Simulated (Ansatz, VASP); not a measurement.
One calculation of KI, two programs

Contents of POSCAR:

```
KI
1.0
    0.0000000000      3.5442842164      3.4911199532
    3.5442842164      0.0000000000      3.4911199532
    3.5442842164      3.5442842164      0.0000000000
K I
1 1
Direct
    0.0000000000      0.0000000000      0.0000000000
    0.5000000000      0.5000000000      0.5000000000
```

The input INCAR.step1:

```
ALGO = Normal
EDIFF = 1E-5
ENCUT = 520
GGA = PE
ISIF = 2
ISMEAR = 0
LASPH = True
LCHARG = False
LREAL = False
LWAVE = True
NBANDS = 15
NELM = 60
PREC = Accurate
SIGMA = 0.01
```

Contents of INCAR.step2:

```
ALGO = Normal
EDIFF = 1E-6
ENCUT = 520
GGA = PE
HFSCREEN = 0.2079
ISIF = 2
ISMEAR = 0
ISTART = 1
LASPH = True
LCHARG = False
LHFCALC = True
LREAL = False
LWAVE = False
NBANDS = 15
NELM = 60
PREC = Accurate
PRECFOCK = Normal
SIGMA = 0.01
```

File KPOINTS:

```
k-points
0
Gamma
  4 4 4
```

Input for Ansatz:

```yaml
crystal:
  lattice:
    - [0.0, 3.5442842164, 3.4911199532]
    - [3.5442842164, 0.0, 3.4911199532]
    - [3.5442842164, 3.5442842164, 0.0]
  atoms:
    - { symbol: K, position: [0.0, 0.0, 0.0] }
    - { symbol: I, position: [0.5, 0.5, 0.5] }
kpoints:
  mp_grid: { grid: [4, 4, 4] }
  band_path:
    path:
      - [0.0, 0.0, 0.0]
      - [0.5, 0.0, 0.5]
      - [0.625, 0.25, 0.625]
      - [0.375, 0.375, 0.75]
      - [0.5, 0.5, 0.5]
      - [0.5, 0.25, 0.75]
    npoints: 1
hamiltonian:
  xc: hse06
scf:
  occupations: { method: fixed }
  n_extra_bands: 4
output:
  forces: true
  stress: true
  eigenvalues: true
```

Change from the starting cell: uniaxial_z strain -1.5%.

Alike in both runs: task single point; functional HSE06; k mesh 4 × 4 × 4; no spin polarisation.

|  | VASP | Ansatz |
| --- | --- | --- |
| version | VASP 6.6.1 | Ansatz 0.2.0 |
| potentials or method | VASP PAW PBE potentials, release 64 (K_sv, I) | plane waves, PAW |
| plane-wave cutoff (eV) | 520 | 420 |
| occupations | gaussian, width 0.01 eV | fixed |
| valence electrons in the cell | 16 | 26 |

|  | VASP | Ansatz | Ansatz less VASP |
| --- | --- | --- | --- |
| gap on the k mesh at the Fermi level (eV) | 4.97 | 4.98 | +0.012 |
| pressure (GPa) | 0.5 | 0.5 | -0.01 |
| traceless stress, the component that is largest in VASP (GPa) | 0.28 | 0.28 | -0.002 |

VASP's potentials hold 16 valence electrons a cell and Ansatz's 26, so a difference there can come from the potentials and not from the codes. Ansatz's warnings: stress exchange threshold loose, stress scf threshold loose.

Neither program's run includes spin-orbit coupling.
